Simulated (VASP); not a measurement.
Wanted: the native input for a VASP 6.6.1 run.

| Property | Result |
| --- | --- |
| Task | single point |
| Functional | LDA |
| Potentials or basis | VASP PAW LDA potentials, release 64 (In_d, P) |
| Cutoff | 520 eV |
| k mesh | 12 × 12 × 12 |
| Occupations | gaussian, width 0.05 eV |
| Spin | no spin polarisation |
| Dipole correction | no |
| Further INCAR settings | ALGO = Normal; EDIFF = 1e-06; NBANDS = 16 |

The structure of InP lies in POSCAR:

```
InP
1.0
    0.0000000000      2.7568320292      3.1126024943
    3.1126024943      0.0000000000      3.1126024943
    3.1126024943      2.7568320292      0.0000000000
In P
1 1
Direct
    0.0000000000      0.0000000000      0.0000000000
    0.7500000000      0.7500000000      0.7500000000
```

One way to write it, as run:

INCAR

```
  PREC = Accurate
  ENCUT = 520
  EDIFF = 1E-6
  ISMEAR = 0
  SIGMA = 0.05
  LREAL = False
  LASPH = True
  NELM = 80
  ALGO = Normal
  ISIF = 2
  LWAVE = False
  LCHARG = True
  LELF = True
  LVHAR = True
  NBANDS = 16
```

KPOINTS

```
Automatic mesh
0
Gamma
  12 12 12
```

Potentials or basis: VASP PAW LDA potentials, release 64 (In_d, P).

Launch:

```bash
$ cat potpaw_LDA.64/In_d/POTCAR potpaw_LDA.64/P/POTCAR > POTCAR
$ mpirun -np 1 vasp_std > vasp.out
```

Results of the run:

```
Pressure               : -4.8 GPa
Band gap on the k mesh : 0.17 eV
```

Caveat: the cell stands under tension; semilocal functionals underestimate gaps, and a narrow one can read as zero; spin-orbit coupling is left out, which moves the levels of the heavy elements.

It took 70 s on 1 thread of AMD EPYC 9R45 96-Core Processor (Zen 5), with other jobs on the host, peak memory 0.23 GiB.
